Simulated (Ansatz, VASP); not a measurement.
WSe2 in VASP and in Ansatz

```
CELL_PARAMETERS angstrom
3.35264 0.00000 0.00000
-1.67632 2.90347 0.00000
0.00000 0.00000 16.33264
ATOMIC_POSITIONS crystal
W 0.00000 0.00000 0.00000
Se 0.33333 0.66667 0.11817
Se 0.33333 0.66667 0.88183
```

Alike in both runs: task single point; functional PBE; k mesh 9 × 9 × 2; occupations gaussian, width 0.02 eV; no spin polarisation.

|  | VASP | Ansatz |
| --- | --- | --- |
| version | VASP 6.6.1 | Ansatz 0.2.0 |
| potentials or method | VASP PAW PBE potentials, release 64 (W_sv, Se), cutoff 500 eV | scalar-relativistic, plane waves, PAW |
| valence electrons in the cell | 26 | 46 |

VASP gave:

* gap on the k mesh at the Fermi level (eV): 1.04
* least direct gap on the mesh (eV): 1.61
* rms of the force components (eV/Å): 1.458

Q: What did Ansatz give for the same quantities?

A: gap on the k mesh at the Fermi level (eV): 1.04; least direct gap on the mesh (eV): 1.61; rms of the force components (eV/Å): 1.466.

Atom by atom the forces differ by 0.009 eV/Å (rms over components). With one functional, cell and mesh, what is left measures potentials, basis and numerics. VASP's potentials hold 26 valence electrons a cell and Ansatz's 46, so a difference there can come from the potentials and not from the codes.

Neither program's run includes spin-orbit coupling.
